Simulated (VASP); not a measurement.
# Ag in VASP: notebook, part 2 of 2

VASP 6.6.1. Earlier steps stand in the parts before.

## 3. Single point, PBE+D3(BJ)

This run uses another cell than the first one.

INCAR

```
SYSTEM = Ag
ALGO = Normal
DIPOL = 0.5 0.5 0.500
EDIFF = 1E-6
ENCUT = 400
GGA = PE
GGA_COMPAT = .False.
IDIPOL = 3
ISIF = 2
ISMEAR = 1
IVDW = 12
LASPH = .True.
LCHARG = .False.
LDIPOL = .True.
LREAL = .False.
LWAVE = .False.
NBANDS = 24
NELM = 120
NELMDL = -8
PREC = Accurate
SIGMA = 0.1
```

KPOINTS

```
k-points
0
Gamma
  7 7 1
  0 0 0
```

POSCAR

```
Ag
1.0
    2.8888847545      0.0000000000      0.0000000000
    0.0000000000      2.8888847545      0.0000000000
    0.0000000000      0.0000000000     12.0855000000
Ag
3
Direct
    0.0000000000      0.0000000000      0.3309751355
    0.5000000000      0.5000000000      0.5000000000
    0.0000000000      0.0000000000      0.6690248645
```

Potentials or basis: VASP PAW PBE potentials, release 64 (Ag).

On the command line:

```sh
$ cat potpaw_PBE.64/Ag/POTCAR > POTCAR
$ mpirun -np 1 vasp_std > vasp.out
```

OUTCAR:

```text
SYSTEM = Ag
   EDIFF = 1E-6
   ENCUT = 400
   GGA = PE
   ISIF = 2
   ISMEAR = 1
   IVDW = 12
   LASPH = .True.
   LREAL = .False.
   NELM = 120
   NELMDL = -8
   PREC = Accurate
 IVDW          = 12

 ion  position               nearest neighbor table
   1  0.000  0.000  0.331-   2 2.89   2 2.89   2 2.89   2 2.89
   2  0.500  0.500  0.500-   1 2.89   3 2.89   1 2.89   3 2.89   1 2.89   3 2.89   1 2.89   3 2.89

   3  0.000  0.000  0.669-   2 2.89   2 2.89   2 2.89   2 2.89

  LATTYP: Found a simple tetragonal cell.
 ALAT       =     2.8888847545
 C/A-ratio  =     4.1834482948

  Lattice vectors:

 A1 = (   2.8888847545,   0.0000000000,   0.0000000000)
 A2 = (   0.0000000000,   2.8888847545,   0.0000000000)
 A3 = (   0.0000000000,   0.0000000000,  12.0855000000)

Analysis of symmetry for initial positions (statically):
=====================================================================
 Subroutine PRICEL returns:
 Original cell was already a primitive cell.

 Routine SETGRP: Setting up the symmetry group for a
 simple tetragonal supercell.

 Subroutine GETGRP returns: Found 16 space group operations
 (whereof 16 operations were pure point group operations)
 out of a pool of 16 trial point group operations.

The static configuration has the point symmetry D_4h.

Analysis of symmetry for dynamics (positions and initial velocities):
=====================================================================
 Subroutine PRICEL returns:
 Original cell was already a primitive cell.

 Routine SETGRP: Setting up the symmetry group for a
 simple tetragonal supercell.

 Subroutine GETGRP returns: Found 16 space group operations
 (whereof 16 operations were pure point group operations)
 out of a pool of 16 trial point group operations.

The dynamic configuration has the point symmetry D_4h.

 Subroutine INISYM returns: Found 16 space group operations
 (whereof 16 operations are pure point group operations),
 and found     1 'primitive' translations

----------------------------------------------------------------------------------------
[... 107 lines left out ...]
   AEXX    =    0.0000 exact exchange contribution
   IVDW    =    12    specifies the selected vdW correction
   LEPSILON=     F    determine dielectric tensor
   LRPA    =     F    only Hartree local field effects (RPA)
 non-spin polarized calculation
 Methfessel and Paxton  Order N= 1 SIGMA  =   0.10
  energy-cutoff  :      400.00
  volume of cell :      100.86
 maximum number of plane-waves:      1859
 NGX is ok and might be reduce to    20
   NGX =  9   NGY =  9   NGZ = 39

 dipolmoment           0.000000      0.000000      0.000000 electrons x Angstroem

 number of electron      32.9999971 magnetization

 dipolmoment           0.000000      0.000000     -0.000000 electrons x Angstroem

 Free energy of the ion-electron system (eV)
  ---------------------------------------------------
  ext. energy  EPLUGINS =         0.00000000
  ---------------------------------------------------
  free energy    TOTEN  =        -7.24534117 eV

  energy without entropy =       -7.24042302  energy(sigma->0) =       -7.24370179

 E-fermi :   2.0434     XC(G=0):  -7.4889

 val. band max:        2.0368896833   @ k =   0.4286   0.2857   0.0000
 cond. band min:       2.0491418194   @ k =   0.2857   0.2857   0.0000
 fundamental gap:      0.0122521361
 Fermi energy:         2.0434354879

 k-point     1 :       0.0000    0.0000    0.0000
  band No.  band energies     occupation
      1      -4.7599      2.00000
      2      -3.8333      2.00000
      3      -3.8317      2.00000
      4      -3.3251      2.00000
      5      -3.1448      2.00000
      6      -2.7227      2.00000
[... 259 lines left out ...]
     23      10.6557      0.00000
     24      11.0206      0.00000

------------------------ aborting loop because EDIFF is reached ----------------------------------------

 vacuum level on the upper side and lower side of the slab       (xc-potential included)        -1.104        -1.104

 Edisp (eV)   -1.15100

 E8    (eV) :    -0.5223

  FORCE on cell =-STRESS in cart. coord.  units (eV):
  Direction    XX          YY          ZZ          XY          YZ          ZX
  --------------------------------------------------------------------------------------
  -------------------------------------------------------------------------------------
  Total      -1.60176    -1.60176    -0.43506     0.00000     0.00000     0.00000
  in kB     -25.44391   -25.44391    -6.91096     0.00000     0.00000     0.00000
  external pressure =      -19.27 kB  Pullay stress =        0.00 kB

 VOLUME and BASIS-vectors are now :
 -----------------------------------------------------------------------------
  energy-cutoff  :      400.00
  volume of cell :      100.86
      direct lattice vectors                 reciprocal lattice vectors
     2.888884754  0.000000000  0.000000000     0.346154342  0.000000000  0.000000000
     0.000000000  2.888884754  0.000000000     0.000000000  0.346154342  0.000000000
     0.000000000  0.000000000 12.085500000     0.000000000  0.000000000  0.082743784

 POSITION                                       TOTAL-FORCE (eV/Angst)
 -----------------------------------------------------------------------------------
      0.00000      0.00000      4.00000         0.000000      0.000000      0.032868
      1.44444      1.44444      6.04275         0.000000     -0.000000      0.000000
      0.00000      0.00000      8.08550        -0.000000      0.000000     -0.032868
 -----------------------------------------------------------------------------------
    total drift:                               -0.000000      0.000000     -0.000000

  FREE ENERGIE OF THE ION-ELECTRON SYSTEM (eV)
  ---------------------------------------------------
  free  energy   TOTEN  =        -8.3963438009 eV

  energy  without entropy=       -8.3914256484  energy(sigma->0) =       -8.39470442

 vacuum level on the upper side and lower side of the slab         5.438         5.438
```

OSZICAR:

```text
N       E                     dE             d eps       ncg     rms          rms(c)
DAV:   1     0.169557887366E+03    0.16956E+03   -0.13466E+04   480   0.989E+02
DAV:   2    -0.478293516573E+01   -0.17434E+03   -0.16223E+03   504   0.243E+02
DAV:   3    -0.783726457677E+01   -0.30543E+01   -0.30417E+01   576   0.366E+01
DAV:   4    -0.785924729630E+01   -0.21983E-01   -0.21981E-01   592   0.303E+00
DAV:   5    -0.785949308453E+01   -0.24579E-03   -0.24579E-03   592   0.303E-01
DAV:   6    -0.785950101549E+01   -0.79310E-05   -0.79308E-05   648   0.466E-02
DAV:   7    -0.785950122729E+01   -0.21180E-06   -0.21176E-06   496   0.683E-03
DAV:   8    -0.785950123475E+01   -0.74683E-08   -0.76336E-08   408   0.146E-03    0.729E+00
DAV:   9    -0.727506978370E+01    0.58443E+00   -0.17273E+00   520   0.110E+01    0.476E+00
DAV:  10    -0.725092159480E+01    0.24148E-01   -0.59566E-02   520   0.152E+00    0.246E+00
DAV:  11    -0.724558454832E+01    0.53370E-02   -0.55189E-03   488   0.120E+00    0.259E-01
DAV:  12    -0.724522722745E+01    0.35732E-03   -0.12464E-03   520   0.624E-01    0.451E-02
DAV:  13    -0.724524014874E+01   -0.12921E-04   -0.97606E-05   512   0.680E-02    0.320E-02
DAV:  14    -0.724529638048E+01   -0.56232E-04   -0.18878E-04   480   0.849E-02    0.272E-02
DAV:  15    -0.724531456927E+01   -0.18189E-04   -0.20731E-05   528   0.666E-02    0.968E-03
DAV:  16    -0.724533953672E+01   -0.24967E-04   -0.33002E-05   480   0.365E-02    0.388E-03
DAV:  17    -0.724534077562E+01   -0.12389E-05   -0.33429E-06   352   0.210E-02    0.189E-03
DAV:  18    -0.724534117369E+01   -0.39807E-06   -0.66551E-07   320   0.505E-03
   1 F= -.83963438E+01 E0= -.83947044E+01  d E =-.491815E-02
```

It took 26 s on 1 thread of Intel Xeon Platinum 8488C (Sapphire Rapids), shared host; peak memory 0.18 GiB.

What came out:

| Quantity | Value |
| --- | --- |
| Free energy | -8.3963 eV |
| Largest force | 0.033 eV/Å |
| Band gap on the k mesh | zero (an odd number of electrons rules out a gap without spin polarisation) |
| Dispersion energy per atom | -0.384 eV |

Forces in eV/Å, atoms in the order of the input:
```
Ag   0.000  0.000  0.033
Ag   0.000  0.000  0.000
Ag   0.000  0.000 -0.033
```

Caveat: three body term missing.
